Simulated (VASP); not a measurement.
Set up this calculation in VASP 6.6.1, as the native input.

- Task: single point
- Functional: PBEsol
- Potentials or basis: VASP PAW PBE potentials, release 64 (Bi_d, Se)
- Cutoff: 520 eV
- k mesh: 12 × 12 × 12
- Occupations: gaussian, width 0.03 eV
- Spin: no spin polarisation
- Dipole correction: no
- Further INCAR settings: ALGO = Normal; EDIFF = 1e-07; NBANDS = 32

The structure of Bi2Se3 lies in POSCAR:

```
Bi2Se3
1.0
    2.1298818586      1.2296878644      9.0292046991
   -2.1298818586      1.2296878644      9.0292046991
    0.0000000000     -2.4593757288      9.0292046991
Bi Se
2 3
Direct
    0.4008000000      0.4008000000      0.4008000000
    0.5992000000      0.5992000000      0.5992000000
    0.0000000000      0.0000000000      0.0000000000
    0.2117000000      0.2117000000      0.2117000000
    0.7883000000      0.7883000000      0.7883000000
```

This cell differs from its parent crystal: ratio of the length along z to the lengths across it x 0.92, volume and fractional coordinates fixed.

The input as run:

INCAR

```
SYSTEM = Bi2Se3
ALGO = Normal
EDIFF = 1E-7
ENCUT = 520
GGA = PS
ISIF = 2
ISMEAR = 0
LASPH = .TRUE.
LCHARG = .FALSE.
LREAL = .FALSE.
LWAVE = .FALSE.
NBANDS = 32
NELM = 80
PREC = Accurate
SIGMA = 0.03
```

KPOINTS

```
k-points
0
G
  12 12 12
  0 0 0
```

Potentials or basis: VASP PAW PBE potentials, release 64 (Bi_d, Se).

Launch:

```console
$ cat potpaw_PBE.64/Bi_d/POTCAR potpaw_PBE.64/Se/POTCAR > POTCAR
$ mpirun -np 1 vasp_std > vasp.out
```

Results of the run:

```
Pressure               : -0.5 GPa
Largest force          : 0.208 eV/Å
Band gap on the k mesh : 0.11 eV
```

Caveat: the PAW data sets were made with another functional, which shifts forces and pressure a little; spin-orbit coupling is left out, which moves the levels of the heavy elements.

Run time: 51 min on 1 thread of Oxide Virtual Turin-like Processor, on a shared host, peak memory 1.1 GiB.
